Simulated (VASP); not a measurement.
# AlGa3N4 (P1) in VASP: single point with r2SCAN

Aim: the single point of AlGa3N4 with r2SCAN.

Everything below comes from runs of VASP 6.6.1. Logs are shortened: lines on timing, memory, paths and dates and some standing lists are left out, and cuts for length are marked.

## Step 1: The cell of the first run

The typed cell holds 8 atoms: a = 4.538 Å, b = 4.450 Å, c = 4.431 Å, α = 89.39°, β = 90.43°, γ = 89.21°.

## Step 2: Single point, r2SCAN (atoms moved at random and the cell strained at random)

File POSCAR:

```
AlGa3N4
1.0
    4.5376460476      0.0310323054     -0.0168005294
    0.0310323054      4.4499869791      0.0236257648
   -0.0168005294      0.0236257648      4.4308834405
Al Ga N
1 3 4
Direct
    0.0100394126     -0.0444911176      0.0215553376
    0.4853147463      0.4885893141     -0.0249328663
    0.5456560008      0.0588032778      0.5326430276
   -0.0383040319      0.4539359742      0.4613275797
    0.7324709272      0.7510491172      0.2363629463
    0.7929986138      0.2563832715      0.7754540487
    0.2428649493      0.7696757172      0.7284529516
    0.2289593818      0.2660544455      0.2691369748
```

File INCAR.step1:

```
ALGO     = Normal         # electronic algorithm
EDIFF    = 1E-4           # SCF threshold, eV
ENCUT    = 520            # plane-wave cutoff, eV
GGA      = PE             # functional
ISMEAR   = 0              # smearing method
LASPH    = T              # aspherical terms in the spheres
LCHARG   = F              # write CHGCAR
LREAL    = F              # projectors in reciprocal space
LWAVE    = T              # write WAVECAR
NBANDS   = 41             # bands
NELM     = 80             # most SCF steps
PREC     = Accurate       # precision mode
SIGMA    = 0.05           # smearing width, eV
```

File INCAR.step2:

```
ALGO     = Normal         # electronic algorithm
EDIFF    = 1E-7           # SCF threshold, eV
ENCUT    = 520            # plane-wave cutoff, eV
ISIF     = 2              # what is computed and relaxed
ISMEAR   = 0              # smearing method
ISTART   = 1            
LASPH    = T              # aspherical terms in the spheres
LCHARG   = T              # write CHGCAR
LELF     = T              # ELF
LMIXTAU  = T            
LREAL    = F              # projectors in reciprocal space
LVHAR    = T            
LWAVE    = F              # write WAVECAR
METAGGA  = R2SCAN         # meta-GGA
NBANDS   = 41             # bands
NELM     = 80             # most SCF steps
PREC     = Accurate       # precision mode
SIGMA    = 0.05           # smearing width, eV
```

File KPOINTS:

```
k-points
0
Gamma
  6 6 6
```

Potentials or basis: VASP PAW PBE potentials, release 64 (Al, Ga_d, N).

Run with:

```
$ cat potpaw_PBE.64/Al/POTCAR potpaw_PBE.64/Ga_d/POTCAR potpaw_PBE.64/N/POTCAR > POTCAR
$ cp INCAR.step1 INCAR
$ mpirun -np 1 vasp_std > vasp.out
$ cp INCAR.step2 INCAR
$ mpirun -np 1 vasp_std > vasp.out
```

OUTCAR:

```text
EDIFF = 1E-7
   ENCUT = 520
   ISIF = 2
   ISMEAR = 0
   ISTART = 1
   LASPH = T
   LREAL = F
   METAGGA = R2SCAN
   NELM = 80
   PREC = Accurate

 ion  position               nearest neighbor table
   1  0.010  0.956  0.022-   5 1.83   7 1.87   6 1.97   8 2.04   4 2.96   4 2.97   2 2.98   3 3.04
                             3 3.14
   2  0.485  0.489  0.975-   6 1.95   7 1.97   5 2.00   8 2.01   3 2.77   1 2.98
   3  0.546  0.059  0.533-   6 1.79   8 2.05   7 2.08   5 2.08   4 2.62   2 2.77   1 3.04   1 3.14

   4  0.962  0.454  0.461-   8 1.70   6 1.82   5 1.93   7 2.25   3 2.62   1 2.96   1 2.97
   5  0.732  0.751  0.236-   1 1.83   4 1.93   2 2.00   3 2.08
   6  0.793  0.256  0.775-   3 1.79   4 1.82   2 1.95   1 1.97
   7  0.243  0.770  0.728-   1 1.87   2 1.97   3 2.08   4 2.25
   8  0.229  0.266  0.269-   4 1.70   2 2.01   1 2.04   3 2.05

  LATTYP: Found a triclinic cell.
 ALAT       =     4.4501578955
 B/A-ratio  =     1.4380178306
 C/A-ratio  =     0.9956901265
 COS(alpha) =     0.0020931686
 COS(beta)  =     0.0106141661
 COS(gamma) =     0.7051813744

  Lattice vectors:

 A1 = (  -0.0310323054,  -4.4499869791,  -0.0236257648)
 A2 = (  -4.5686783530,  -4.4810192845,  -0.0068252354)
 A3 = (   0.0168005294,  -0.0236257648,  -4.4308834405)

Analysis of symmetry for initial positions (statically):
=====================================================================
 Subroutine PRICEL returns:
 Original cell was already a primitive cell.

 Routine SETGRP: Setting up the symmetry group for a
 triclinic supercell.

 Subroutine GETGRP returns: Found  1 space group operations
 (whereof  1 operations were pure point group operations)
 out of a pool of  2 trial point group operations.

The static configuration has the point symmetry C_1 .

Analysis of symmetry for dynamics (positions and initial velocities):
=====================================================================
 Subroutine PRICEL returns:
 Original cell was already a primitive cell.

 Routine SETGRP: Setting up the symmetry group for a
 triclinic supercell.

 Subroutine GETGRP returns: Found  1 space group operations
 (whereof  1 operations were pure point group operations)
 out of a pool of  2 trial point group operations.

The dynamic configuration has the point symmetry C_1 .

 Subroutine INISYM returns: Found  1 space group operations
 (whereof  1 operations are pure point group operations),
 and found     1 'primitive' translations

----------------------------------------------------------------------------------------

                                     Primitive cell

  volume of cell :      89.4624

  direct lattice vectors                    reciprocal lattice vectors
     4.537646048  0.031032305 -0.016800529     0.220392248 -0.001541402  0.000843878
     0.031032305  4.449986979  0.023625765    -0.001541402  0.224736901 -0.001204157
    -0.016800529  0.023625765  4.430883440     0.000843878 -0.001204157  0.225698247

  length of vectors
     4.537783260  4.450157896  4.430978278     0.220399253  0.224745413  0.225703037

  position of ions in fractional coordinates (direct lattice)
     0.010039413  0.955508882  0.021555338
     0.485314746  0.488589314  0.975067134
     0.545656001  0.058803278  0.532643028
     0.961695968  0.453935974  0.461327580
     0.732470927  0.751049117  0.236362946
     0.792998614  0.256383271  0.775454049
     0.242864949  0.769675717  0.728452952
     0.228959382  0.266054446  0.269136975

  ion indices of the primitive-cell ions
   primitive index   ion index
                 1           1
                 2           2
                 3           3
                 4           4
                 5           5
                 6           6
                 7           7
                 8           8

----------------------------------------------------------------------------------------

 KPOINTS: k-points

Automatic generation of k-mesh.
 Grid dimensions read from file:
 generate k-points for:    6    6    6

 Generating k-lattice:

  Cartesian coordinates                     Fractional coordinates (reciprocal lattice)
     0.036732041 -0.000256900  0.000140646     0.166666667  0.000000000  0.000000000
    -0.000256900  0.037456150 -0.000200693     0.000000000  0.166666667  0.000000000
     0.000140646 -0.000200693  0.037616375    -0.000000000  0.000000000  0.166666667

  Length of vectors
     0.036733209  0.037457569  0.037617173

  Shift w.r.t. Gamma in fractional coordinates (k-lattice)
     0.000000000  0.000000000  0.000000000

 Subroutine IBZKPT returns following result:
 ===========================================

 Found    112 irreducible k-points:

 Following reciprocal coordinates:
            Coordinates               Weight
  0.000000  0.000000  0.000000      1.000000
  0.166667 -0.000000 -0.000000      2.000000
  0.333333  0.000000 -0.000000      2.000000
  0.500000 -0.000000  0.000000      1.000000
 -0.000000  0.166667  0.000000      2.000000
  0.166667  0.166667  0.000000      2.000000
[... 16 lines left out ...]
  0.333333 -0.000000  0.166667      2.000000
  0.500000  0.000000  0.166667      2.000000
 [... further k-points ...]
   k-points           NKPTS =    112   k-points in BZ     NKDIM =    112   number of bands    NBANDS=     41
   number of dos      NEDOS =    301   number of ions     NIONS =      8
   total plane-waves  NPLWV =  46656
   dimension x,y,z NGX =    36 NGY =   36 NGZ =   36
   dimension x,y,z NGXF=    72 NGYF=   72 NGZF=   72
   ions per type =               1   3   4
   NGX,Y,Z   is equivalent  to a cutoff of  13.19, 13.45, 13.51 a.u.
   NGXF,Y,Z  is equivalent  to a cutoff of  26.38, 26.90, 27.01 a.u.
 SYSTEM =  unknown system
   PREC   = accura    normal or accurate (medium, high low for compatibility)
   ISTART =      1    job   : 0-new  1-cont  2-samecut
   ICHARG =      0    charge: 1-file 2-atom 10-const
   ISPIN  =      1    spin polarized calculation?
   LNONCOLLINEAR =      F non collinear calculations
   LSORBIT =      F    spin-orbit coupling
   LASPH  =      T    aspherical Exc in radial PAW
   ENCUT  =  520.0 eV  38.22 Ry    6.18 a.u.   8.44  8.27  8.24*2*pi/ulx,y,z
   NELM   =     80;   NELMIN=  2; NELMDL=  0     # of ELM steps
   EDIFF  = 0.1E-06   stopping-criterion for ELM
   LREAL  =      F    real-space projection
   EDIFFG = 0.1E-05   stopping-criterion for IOM
   NSW    =      0    number of steps for IOM
   IBRION =     -1    ionic relax: 0-MD 1-quasi-New 2-CG
   NFREE  =      0    steps in history (QN), initial steepest desc. (CG)
   ISIF   =      2    stress and relaxation
   ISYM   =      2    0-nonsym 1-usesym 2-fastsym
   POTIM  = 0.5000    time-step for ionic-motion
   TEBEG  =    0.0;   TEEND  =   0.0 temperature during run
   PSTRESS=    0.0 pullay stress
   NELECT =      62.0000    total number of electrons
   NUPDOWN=      -1.0000    fix difference up-down
   EMIN   =  10.00;   EMAX   =-10.00  energy-range for DOS
   EFERMI =   0.00;   METHOD = LEGACY
   ISMEAR =     0;   SIGMA  =   0.05  broadening in eV -4-tet -1-fermi 0-gaus
   EFERMI_NEDOS =   21; number of points for ismear=-14 and -15
   IALGO  =     38    algorithm
   IMIX   =      4    mixing-type and parameters
     AMIX     =   0.40;   BMIX     =  1.00
     AMIX_MAG =   1.60;   BMIX_MAG =  1.00
  volume/ion in A,a.u.               =      11.18        75.47
  Fermi-wavevector in a.u.,A,eV,Ry     =   1.448745  2.737731 28.556747  2.098862
  Thomas-Fermi vector in A             =   2.566551
   LORBIT       =      0    0 simple, 1 ext, 2 COOP (PROOUT), +10 PAW based schemes
   METAGGA = R2SCAN    functional components
   LHFCALC =     F    Hartree Fock is set to
   AEXX    =    0.0000 exact exchange contribution
   IVDW    =     0    specifies the selected vdW correction
   LEPSILON=     F    determine dielectric tensor
   LRPA    =     F    only Hartree local field effects (RPA)
 non-spin polarized calculation
 Gauss-broadening in eV      SIGMA  =   0.05
  energy-cutoff  :      520.00
  volume of cell :       89.46
 maximum number of plane-waves:      2432
 NGX is ok and might be reduce to    36
   NGX = 17   NGY = 17   NGZ = 17

 number of electron      62.0000006 magnetization

 Free energy of the ion-electron system (eV)
  ---------------------------------------------------
  ext. energy  EPLUGINS =         0.00000000
  ---------------------------------------------------
  free energy    TOTEN  =       -82.06118778 eV

  energy without entropy =      -82.06118778  energy(sigma->0) =      -82.06118778

 E-fermi :   5.8431     XC(G=0): -12.3693

 val. band max:        5.5575915047   @ k =   0.0000   0.0000   0.0000
 cond. band min:       7.0800307491   @ k =   0.0000   0.0000   0.0000
 fundamental gap:      1.5224392444
 Fermi energy:         5.8431436051

 k-point     1 :       0.0000    0.0000    0.0000
  band No.  band energies     occupation
      1     -11.9848      2.00000
      2     -10.6588      2.00000
      3     -10.0252      2.00000
      4      -9.4329      2.00000
      5      -8.7721      2.00000
      6      -8.7664      2.00000
[... 33 lines left out ...]
     40      16.7032      0.00000
     41      16.8992      0.00000

 k-point     2 :       0.1667   -0.0000   -0.0000
  band No.  band energies     occupation
      1     -11.9189      2.00000
      2     -10.6706      2.00000
      3     -10.0275      2.00000
      4      -9.4220      2.00000
      5      -8.7781      2.00000
      6      -8.7519      2.00000
[... 33 lines left out ...]
     40      16.8115      0.00000
     41      16.9777      0.00000

 k-point     3 :       0.3333    0.0000   -0.0000
  band No.  band energies     occupation
      1     -11.7724      2.00000
      2     -10.7011      2.00000
      3     -10.0334      2.00000
      4      -9.3953      2.00000
      5      -8.7787      2.00000
      6      -8.7367      2.00000
[... 875 lines left out ...]
      2     -10.7108      2.00000
      3     -10.0318      2.00000
      4      -9.3888      2.00000
      5      -8.7777      2.00000
      6      -8.7290      2.00000
[... 33 lines left out ...]
     40      16.0559      0.00000
     41      16.6167      0.00000

 k-point    24 :       0.5000    0.0000    0.1667
  band No.  band energies     occupation
      1     -11.6587      2.00000
      2     -10.7138      2.00000
      3     -10.0365      2.00000
      4      -9.3757      2.00000
      5      -8.7791      2.00000
      6      -8.7221      2.00000
[... 33 lines left out ...]
     40      15.6061      0.00000
     41      16.3469      0.00000

 [... further k-points ...]
[... 5 lines left out ...]
  --------------------------------------------------------------------------------------
  -------------------------------------------------------------------------------------
  Total        2.9548988      1.7616309      3.8825206     -1.6764554      0.9824863     -3.1840168
  in kB       52.9191353     31.5489593     69.5318678    -30.0235556     17.5952977    -57.0223979
  external PRESSURE =      51.3333208 kB  Pullay stress =       0.0000000 kB

 VOLUME and BASIS-vectors are now :
 -----------------------------------------------------------------------------
  energy-cutoff  :      520.00
  volume of cell :       89.46
      direct lattice vectors                 reciprocal lattice vectors
     4.537646048  0.031032305 -0.016800529     0.220392248 -0.001541402  0.000843878
     0.031032305  4.449986979  0.023625765    -0.001541402  0.224736901 -0.001204157
    -0.016800529  0.023625765  4.430883440     0.000843878 -0.001204157  0.225698247

 POSITION                                       TOTAL-FORCE (eV/Angst)
 -----------------------------------------------------------------------------------
      0.07484      4.25282      0.11792         1.108989      1.561659     -0.826507
      2.20097      2.21231      4.32380        -0.927269      1.757539      0.932621
      2.46887      0.29119      2.35230        -4.262233     -4.463953     -2.336095
      4.37017      2.06075      2.03866         0.083178      5.525819      2.161806
      3.34303      3.37047      1.05273        -0.062496      0.223728      0.643162
      3.59328      1.18383      3.42868        -0.716416     -0.458299      2.169384
      1.11368      3.44979      3.24179         0.587880     -0.468185      0.768073
      1.04267      1.19740      1.19495         4.188367     -3.678308     -3.512443
 -----------------------------------------------------------------------------------
    total drift:                                0.007883     -0.017704     -0.026348

  FREE ENERGIE OF THE ION-ELECTRON SYSTEM (eV)
  ---------------------------------------------------
  free  energy   TOTEN  =       -82.0611877774 eV

  energy  without entropy=      -82.0611877774  energy(sigma->0) =      -82.06118778
```

It took 13 min on 1 thread of Intel Xeon 6975P-C (Granite Rapids), shared host; peak memory 0.44 GiB.

Results:

```
Free energy            : -82.0612 eV
Pressure               : 5.1 GPa
Largest force          : 6.599 eV/Å
Band gap on the k mesh : 1.52 eV
```

Forces in eV/Å, atoms in the order of the input:
```
Al   1.109  1.562 -0.827
Ga  -0.927  1.758  0.933
Ga  -4.262 -4.464 -2.336
Ga   0.083  5.526  2.162
N   -0.062  0.224  0.643
N   -0.716 -0.458  2.169
N    0.588 -0.468  0.768
N    4.188 -3.678 -3.512
```

Caveat: the cell differs from its parent crystal (atoms moved at random and the cell strained at random); the cell stands under pressure; the PAW data sets were made with another functional, which shifts forces and pressure a little.
